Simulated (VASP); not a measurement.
# Al2Cu (P4/mmm) in VASP: further runs

Runs on Al2Cu. Level: LDA. Tasks: single point.

All numbers are computed with VASP 6.6.1; they aren't measurements. Logs are shortened: lines on timing, memory, paths and dates and some standing lists are left out, and cuts for length are marked.

## Step 1: The cell of the first run

Symmetry: P4/mmm, No. 123, tetragonal system. The conventional cell has a = 4.268 Å, b = 4.268 Å, c = 2.532 Å, α = 90.00°, β = 90.00°, γ = 90.00°. Within 3.3 Å of Al (site symmetry mmm) lie 4 Cu at 2.48 Å and 6 Al at 2.53 to 3.02 Å. Within 3.3 Å of Cu (site symmetry 4/mmm) lie 8 Al at 2.48 Å and 2 Cu at 2.53 Å.

## Step 2: Single point, LDA

Contents of INCAR:

```
SYSTEM = Al2Cu
ALGO = Fast
EDIFF = 1E-7
ENCUT = 520
ISIF = 2
ISMEAR = 0
LASPH = .TRUE.
LCHARG = .FALSE.
LREAL = .FALSE.
LWAVE = .FALSE.
NBANDS = 16
NELM = 100
PREC = Accurate
SIGMA = 0.15
```

Contents of KPOINTS:

```
k-points
0
G
  14 14 18
  0 0 0
```

Contents of POSCAR:

```
Al2Cu
1.0
    4.2675393790      0.0000000000      0.0000000000
    0.0000000000      4.2675393790      0.0000000000
    0.0000000000      0.0000000000      2.5321968760
Al Cu
2 1
Direct
    0.5000000000      0.0000000000      0.5000000000
    0.0000000000      0.5000000000      0.5000000000
    0.0000000000      0.0000000000      0.0000000000
```

Potentials or basis: VASP PAW LDA potentials, release 64 (Al, Cu).

Launch:

```bash
> cat potpaw_LDA.64/Al/POTCAR potpaw_LDA.64/Cu/POTCAR > POTCAR
> mpirun -np 1 vasp_std > vasp.out
```

OUTCAR:

```text
SYSTEM = Al2Cu
   EDIFF = 1E-7
   ENCUT = 520
   ISIF = 2
   ISMEAR = 0
   LASPH = .TRUE.
   LREAL = .FALSE.
   NELM = 100
   PREC = Accurate

 ion  position               nearest neighbor table
   1  0.500  0.000  0.500-   3 2.48   3 2.48   3 2.48   3 2.48   2 3.02   2 3.02   2 3.02   2 3.02

   2  0.000  0.500  0.500-   3 2.48   3 2.48   3 2.48   3 2.48   1 3.02   1 3.02   1 3.02   1 3.02

   3  0.000  0.000  0.000-   1 2.48   2 2.48   1 2.48   2 2.48   2 2.48   2 2.48   1 2.48   1 2.48

  LATTYP: Found a simple tetragonal cell.
 ALAT       =     4.2675393790
 C/A-ratio  =     0.5933622753

  Lattice vectors:

 A1 = (   4.2675393790,   0.0000000000,   0.0000000000)
 A2 = (   0.0000000000,   4.2675393790,   0.0000000000)
 A3 = (   0.0000000000,   0.0000000000,   2.5321968760)

Analysis of symmetry for initial positions (statically):
=====================================================================
 Subroutine PRICEL returns:
 Original cell was already a primitive cell.

 Routine SETGRP: Setting up the symmetry group for a
 simple tetragonal supercell.

 Subroutine GETGRP returns: Found 16 space group operations
 (whereof 16 operations were pure point group operations)
 out of a pool of 16 trial point group operations.

The static configuration has the point symmetry D_4h.

Analysis of symmetry for dynamics (positions and initial velocities):
=====================================================================
 Subroutine PRICEL returns:
 Original cell was already a primitive cell.

 Routine SETGRP: Setting up the symmetry group for a
 simple tetragonal supercell.

 Subroutine GETGRP returns: Found 16 space group operations
 (whereof 16 operations were pure point group operations)
 out of a pool of 16 trial point group operations.

The dynamic configuration has the point symmetry D_4h.

 Subroutine INISYM returns: Found 16 space group operations
 (whereof 16 operations are pure point group operations),
 and found     1 'primitive' translations

----------------------------------------------------------------------------------------

                                     Primitive cell

  volume of cell :      46.1161

  direct lattice vectors                    reciprocal lattice vectors
[... 87 lines left out ...]
   ENCUT  =  520.0 eV  38.22 Ry    6.18 a.u.   7.93  7.93  4.71*2*pi/ulx,y,z
   NELM   =    100;   NELMIN=  2; NELMDL= -5     # of ELM steps
   EDIFF  = 0.1E-06   stopping-criterion for ELM
   LREAL  =      F    real-space projection
   EDIFFG = 0.1E-05   stopping-criterion for IOM
   NSW    =      0    number of steps for IOM
   IBRION =     -1    ionic relax: 0-MD 1-quasi-New 2-CG
   NFREE  =      0    steps in history (QN), initial steepest desc. (CG)
   ISIF   =      2    stress and relaxation
   ISYM   =      2    0-nonsym 1-usesym 2-fastsym
   POTIM  = 0.5000    time-step for ionic-motion
   TEBEG  =    0.0;   TEEND  =   0.0 temperature during run
   PSTRESS=    0.0 pullay stress
   NELECT =      17.0000    total number of electrons
   NUPDOWN=      -1.0000    fix difference up-down
   EMIN   =  10.00;   EMAX   =-10.00  energy-range for DOS
   EFERMI =   0.00;   METHOD = LEGACY
   ISMEAR =     0;   SIGMA  =   0.15  broadening in eV -4-tet -1-fermi 0-gaus
   EFERMI_NEDOS =   21; number of points for ismear=-14 and -15
   IALGO  =     68    algorithm
   IMIX   =      4    mixing-type and parameters
     AMIX     =   0.40;   BMIX     =  1.00
     AMIX_MAG =   1.60;   BMIX_MAG =  1.00
  volume/ion in A,a.u.               =      15.37       103.74
  Fermi-wavevector in a.u.,A,eV,Ry     =   1.173835  2.218226 18.747304  1.377888
  Thomas-Fermi vector in A             =   2.310241
   LORBIT       =      0    0 simple, 1 ext, 2 COOP (PROOUT), +10 PAW based schemes
   GGA     = CA    functional components
   LHFCALC =     F    Hartree Fock is set to
   AEXX    =    0.0000 exact exchange contribution
   IVDW    =     0    specifies the selected vdW correction
   LEPSILON=     F    determine dielectric tensor
   LRPA    =     F    only Hartree local field effects (RPA)
 non-spin polarized calculation
 RMM-DIIS sequential band-by-band and
 Gauss-broadening in eV      SIGMA  =   0.15
  energy-cutoff  :      520.00
  volume of cell :       46.12
 maximum number of plane-waves:      1256
 NGX is ok and might be reduce to    32

 number of electron      17.0000007 magnetization

 Free energy of the ion-electron system (eV)
  ---------------------------------------------------
  ext. energy  EPLUGINS =         0.00000000
  ---------------------------------------------------
  free energy    TOTEN  =       -12.99346620 eV

  energy without entropy =      -12.97941009  energy(sigma->0) =      -12.98643814

 E-fermi :   7.6243     XC(G=0): -10.7839

 val. band max:        7.6142866924   @ k =   0.5000   0.0714   0.1111
 cond. band min:       7.6318646212   @ k =   0.3571   0.0000   0.1111
 fundamental gap:      0.0175779288
 Fermi energy:         7.6243307628

 k-point     1 :       0.0000    0.0000    0.0000
  band No.  band energies     occupation
      1      -3.4277      2.00000
      2       1.3399      2.00000
      3       2.0008      2.00000
      4       2.8858      2.00000
      5       3.5300      2.00000
      6       3.5300      2.00000
[... 433 lines left out ...]
      3       1.6455      2.00000
      4       2.4485      2.00000
      5       2.7770      2.00000
      6       3.5277      2.00000
[... 8 lines left out ...]
     15      19.5101      0.00000
     16      20.5358      0.00000

 [... further k-points ...]

------------------------ aborting loop because EDIFF is reached ----------------------------------------

  FORCE on cell =-STRESS in cart. coord.  units (eV):
  Direction    XX          YY          ZZ          XY          YZ          ZX
  --------------------------------------------------------------------------------------
  -------------------------------------------------------------------------------------
  Total       -0.3878446     -0.3878446      4.1014872      0.0000000      0.0000000      0.0000000
  in kB      -13.4745973    -13.4745973    142.4949258      0.0000000      0.0000000      0.0000000
  external PRESSURE =      38.5152437 kB  Pullay stress =       0.0000000 kB

 VOLUME and BASIS-vectors are now :
 -----------------------------------------------------------------------------
  energy-cutoff  :      520.00
  volume of cell :       46.12
      direct lattice vectors                 reciprocal lattice vectors
     4.267539379  0.000000000  0.000000000     0.234327070  0.000000000  0.000000000
     0.000000000  4.267539379  0.000000000     0.000000000  0.234327070  0.000000000
     0.000000000  0.000000000  2.532196876     0.000000000  0.000000000  0.394914001

 POSITION                                       TOTAL-FORCE (eV/Angst)
 -----------------------------------------------------------------------------------
      2.13377      0.00000      1.26610         0.000000      0.000000      0.000000
      0.00000      2.13377      1.26610         0.000000      0.000000      0.000000
      0.00000      0.00000      0.00000         0.000000      0.000000      0.000000
 -----------------------------------------------------------------------------------
    total drift:                                0.000000      0.000000      0.000000

  FREE ENERGIE OF THE ION-ELECTRON SYSTEM (eV)
  ---------------------------------------------------
  free  energy   TOTEN  =       -12.9934661972 eV

  energy  without entropy=      -12.9794100860  energy(sigma->0) =      -12.98643814
```

stdout:

```text
POSCAR found type information on POSCAR AlCu
 POSCAR found :  2 types and       3 ions
 scaLAPACK will be used
 LDA part: xc-table for (Slater(with rela. corr.)+CA(PZ))
 , standard interpolation
 POSCAR, INCAR and KPOINTS ok, starting setup
 FFT: planning ... GRIDC
 FFT: planning ... GRID_SOFT
 FFT: planning ... GRID
 WAVECAR not read
 entering main loop
WARNING in EDDRMM: call to ZHEGV failed, returncode =   6  3     15
WARNING in EDDRMM: call to ZHEGV failed, returncode =   8  4     15
WARNING in EDDRMM: call to ZHEGV failed, returncode =   8  4     15
 num prob RMM:  19    -0.129934661972E+02   -0.36472E-07   -0.30861E-07 11601   0.438E-03
```

Wall time 2.6 min (1 thread of AMD EPYC 9R45 (Zen 5), shared host); peak memory 0.31 GiB.

Results:

```yaml
Free_energy: -12.9935 eV
Pressure: 3.9 GPa
```

Stress tensor (GPa, compression positive):
```
-1.35  0.00  0.00
 0.00 -1.35  0.00
 0.00  0.00 14.25
```

Levels at points of the mesh, in eV from the Fermi level:
```
           k point  band 6  band 7  band 8  band 9  band 10  band 11  band 12  band 13
(0.00, 0.00, 0.00)   -4.09   -3.34   -3.34   -1.35     0.07     4.38     4.38     6.11
(0.50, 0.00, 0.00)   -4.10   -4.09   -2.23    0.44     0.60     0.72     6.79     8.29
(0.50, 0.50, 0.00)   -4.96   -4.10   -4.10   -2.76     7.46     7.46     7.82     7.89
(0.00, 0.00, 0.50)   -4.39   -2.55    1.41    2.56     2.56     3.31     3.31     3.68
(0.50, 0.00, 0.50)   -4.13   -3.11   -1.88   -0.82     3.64     4.31     5.03     5.14
(0.50, 0.50, 0.50)   -2.89   -2.55   -2.55    0.11     0.32     0.72     0.72     2.54
```

## Step 3: Single point, LDA

This run uses another cell than the first one, of the same volume but with other edges.

Contents of INCAR:

```
SYSTEM = Al2Cu
PREC     = Accurate       ! precision mode
ENCUT    = 520            ! plane-wave cutoff, eV
EDIFF    = 1E-6           ! SCF threshold, eV
ISMEAR   = 0              ! smearing method
SIGMA    = 0.15           ! smearing width, eV
LREAL    = .False.        ! projectors in reciprocal space
LASPH    = .True.         ! aspherical terms in the spheres
NELM     = 80             ! most SCF steps
ALGO     = Fast           ! electronic algorithm
ISIF     = 2              ! what is computed and relaxed
LWAVE    = .False.        ! write WAVECAR
LCHARG   = .True.         ! write CHGCAR
GGA      = CA             ! functional
LELF     = .True.         ! ELF
LVHAR    = .True.       
NBANDS   = 16             ! bands
```

Contents of KPOINTS:

```
regular mesh
0
Gamma
  14 14 18
  0 0 0
```

Contents of POSCAR:

```
Al2Cu
1.0
    3.8041423858      0.0000000000      0.0000000000
    0.0000000000      3.8041423858      0.0000000000
    0.0000000000      0.0000000000      3.1866841154
Al Cu
2 1
Direct
    0.5000000000      0.0000000000      0.5000000000
    0.0000000000      0.5000000000      0.5000000000
    0.0000000000      0.0000000000      0.0000000000
```

Potentials or basis: VASP PAW LDA potentials, release 64 (Al, Cu).

Launch:

```bash
> cat potpaw_LDA.64/Al/POTCAR potpaw_LDA.64/Cu/POTCAR > POTCAR
> mpirun -np 1 vasp_std > vasp.out
```

OUTCAR:

```text
SYSTEM = Al2Cu
   PREC = Accurate
   ENCUT = 520
   EDIFF = 1E-6
   ISMEAR = 0
   LREAL = .False.
   LASPH = .True.
   NELM = 80
   ISIF = 2
   GGA = CA

 ion  position               nearest neighbor table
   1  0.500  0.000  0.500-   3 2.48   3 2.48   3 2.48   3 2.48   2 2.69   2 2.69   2 2.69   2 2.69

   2  0.000  0.500  0.500-   3 2.48   3 2.48   3 2.48   3 2.48   1 2.69   1 2.69   1 2.69   1 2.69

   3  0.000  0.000  0.000-   1 2.48   2 2.48   1 2.48   2 2.48   2 2.48   2 2.48   1 2.48   1 2.48

  LATTYP: Found a simple tetragonal cell.
 ALAT       =     3.8041423858
 C/A-ratio  =     0.8376879181

  Lattice vectors:

 A1 = (   3.8041423858,   0.0000000000,   0.0000000000)
 A2 = (   0.0000000000,   3.8041423858,   0.0000000000)
 A3 = (   0.0000000000,   0.0000000000,   3.1866841154)

Analysis of symmetry for initial positions (statically):
=====================================================================
 Subroutine PRICEL returns:
 Original cell was already a primitive cell.

[... 166 lines left out ...]
  ext. energy  EPLUGINS =         0.00000000
  ---------------------------------------------------
  free energy    TOTEN  =       -12.96141500 eV

  energy without entropy =      -12.94855679  energy(sigma->0) =      -12.95498589

 E-fermi :   7.2335     XC(G=0): -10.8209

 val. band max:        7.2329445602   @ k =   0.2857   0.2857   0.2222
 cond. band min:       7.2377241143   @ k =   0.4286   0.1429   0.2778
 fundamental gap:      0.0047795541
 Fermi energy:         7.2334709280

 k-point     1 :       0.0000    0.0000    0.0000
  band No.  band energies     occupation
      1      -3.3703      2.00000
      2       2.3170      2.00000
      3       2.4988      2.00000
      4       3.0763      2.00000
      5       3.0763      2.00000
      6       3.2613      2.00000
[... 433 lines left out ...]
      3       2.3881      2.00000
      4       2.9365      2.00000
      5       2.9923      2.00000
      6       3.0464      2.00000
[... 8 lines left out ...]
     15      16.3488      0.00000
     16      17.6907      0.00000

 [... further k-points ...]
[... 5 lines left out ...]
  --------------------------------------------------------------------------------------
  -------------------------------------------------------------------------------------
  Total        1.9350031      1.9350031     -1.8005031      0.0000000      0.0000000      0.0000000
  in kB       67.2263778     67.2263778    -62.5535413      0.0000000      0.0000000      0.0000000
  external PRESSURE =      23.9664047 kB  Pullay stress =       0.0000000 kB

 VOLUME and BASIS-vectors are now :
 -----------------------------------------------------------------------------
  energy-cutoff  :      520.00
  volume of cell :       46.12
      direct lattice vectors                 reciprocal lattice vectors
     3.804142386  0.000000000  0.000000000     0.262871338  0.000000000  0.000000000
     0.000000000  3.804142386  0.000000000     0.000000000  0.262871338  0.000000000
     0.000000000  0.000000000  3.186684115     0.000000000  0.000000000  0.313805813

 POSITION                                       TOTAL-FORCE (eV/Angst)
 -----------------------------------------------------------------------------------
      1.90207      0.00000      1.59334         0.000000      0.000000      0.000000
      0.00000      1.90207      1.59334         0.000000      0.000000      0.000000
      0.00000      0.00000      0.00000         0.000000      0.000000      0.000000
 -----------------------------------------------------------------------------------
    total drift:                               -0.000000     -0.000000     -0.000000

  FREE ENERGIE OF THE ION-ELECTRON SYSTEM (eV)
  ---------------------------------------------------
  free  energy   TOTEN  =       -12.9614149958 eV

  energy  without entropy=      -12.9485567854  energy(sigma->0) =      -12.95498589
```

OSZICAR:

```text
N       E                     dE             d eps       ncg     rms          rms(c)
DAV:   1     0.613356847881E+02    0.61336E+02   -0.69143E+03 11624   0.114E+03
DAV:   2    -0.124206751978E+02   -0.73756E+02   -0.65853E+02 12136   0.205E+02
DAV:   3    -0.151118025442E+02   -0.26911E+01   -0.26219E+01 15720   0.442E+01
[... 11 lines left out ...]
RMM:  15    -0.129614169131E+02    0.49556E-04   -0.11439E-04 14663   0.172E-01    0.220E-02
RMM:  16    -0.129614208941E+02   -0.39810E-05   -0.45817E-05 15301   0.480E-02    0.244E-02
RMM:  17    -0.129614220712E+02   -0.11771E-05   -0.68523E-06 13812   0.251E-02    0.264E-02
RMM:  18    -0.129614155235E+02    0.65477E-05   -0.23584E-05 14400   0.741E-02    0.140E-02
RMM:  19    -0.129614149958E+02    0.52774E-06   -0.12169E-06  9788   0.159E-02
   1 F= -.12961415E+02 E0= -.12954986E+02  d E =-.128582E-01
```

stdout:

```text
POSCAR found type information on POSCAR AlCu
 POSCAR found :  2 types and       3 ions
 scaLAPACK will be used
 LDA part: xc-table for (Slater(with rela. corr.)+CA(PZ))
 , standard interpolation
 POSCAR, INCAR and KPOINTS ok, starting setup
 FFT: planning ... GRIDC
 FFT: planning ... GRID_SOFT
 FFT: planning ... GRID
 WAVECAR not read
 entering main loop
WARNING in EDDRMM: call to ZHEGV failed, returncode =   6  3     15
```

Wall time 2.4 min (1 thread of AMD EPYC 9R45 (Zen 5), shared host); peak memory 0.31 GiB.

What came out:

* Free energy: -12.9614 eV
* Pressure: 2.4 GPa

Stress tensor (GPa, compression positive):
```
 6.72  0.00  0.00
 0.00  6.72  0.00
 0.00  0.00 -6.26
```

## Step 4: Single point, LDA

This run uses another cell than the first one, of the same volume but with other edges.

Contents of INCAR:

```
SYSTEM = Al2Cu
ALGO = Fast
EDIFF = 1E-6
ENCUT = 520
ISIF = 2
ISMEAR = 0
LASPH = .True.
LCHARG = .False.
LREAL = .False.
LWAVE = .False.
NBANDS = 16
NELM = 60
PREC = Accurate
SIGMA = 0.15
```

Contents of KPOINTS:

```
k-points
0
Gamma
  14 14 18
  0 0 0
```

Contents of POSCAR:

```
Al2Cu
1.0
    4.1564373307      0.0000000000      0.0000000000
    0.0000000000      4.1564373307      0.0000000000
    0.0000000000      0.0000000000      2.6693779563
Al Cu
2 1
Direct
    0.5000000000      0.0000000000      0.5000000000
    0.0000000000      0.5000000000      0.5000000000
    0.0000000000      0.0000000000      0.0000000000
```

Launch:

```bash
> cat potpaw_LDA.64/Al/POTCAR potpaw_LDA.64/Cu/POTCAR > POTCAR
> mpirun -np 1 vasp_std > vasp.out
```

It took 2.2 min on 1 thread of AMD EPYC 9R45 (Zen 5), shared host; peak memory 0.32 GiB.

The run converged. Its results:

```
Free energy : -13.1741 eV
Pressure    : 1.3 GPa
```

Stress tensor (GPa, compression positive):
```
-1.29  0.00  0.00
 0.00 -1.29  0.00
 0.00  0.00  6.55
```

Levels at points of the mesh, in eV from the Fermi level:
| k point | band 5 | band 6 | band 7 | band 8 | band 9 | band 10 | band 11 | band 12 | band 13 | band 14 |
| --- | --- | --- | --- | --- | --- | --- | --- | --- | --- | --- |
| (0.00, 0.00, 0.00) | -4.22 | -4.22 | -2.95 | -2.95 | -0.75 | 0.45 | 5.28 | 5.28 | 6.62 | 7.36 |
| (0.50, 0.00, 0.00) | -4.81 | -4.24 | -4.22 | -1.74 | 1.14 | 1.15 | 1.17 | 7.66 | 9.02 | 9.76 |
| (0.50, 0.50, 0.00) | -4.83 | -4.74 | -4.23 | -4.23 | -2.65 | 8.20 | 8.20 | 8.96 | 9.02 | 10.11 |
| (0.00, 0.00, 0.50) | -5.14 | -4.39 | -2.85 | 1.95 | 2.60 | 2.60 | 2.98 | 2.98 | 3.40 | 3.99 |
| (0.50, 0.00, 0.50) | -4.51 | -4.46 | -3.17 | -2.22 | -1.28 | 3.76 | 4.01 | 4.78 | 5.12 | 5.64 |
| (0.50, 0.50, 0.50) | -4.26 | -3.27 | -2.49 | -2.49 | -0.43 | -0.29 | 0.37 | 0.37 | 2.45 | 11.30 |

[end of part 1 of 2]
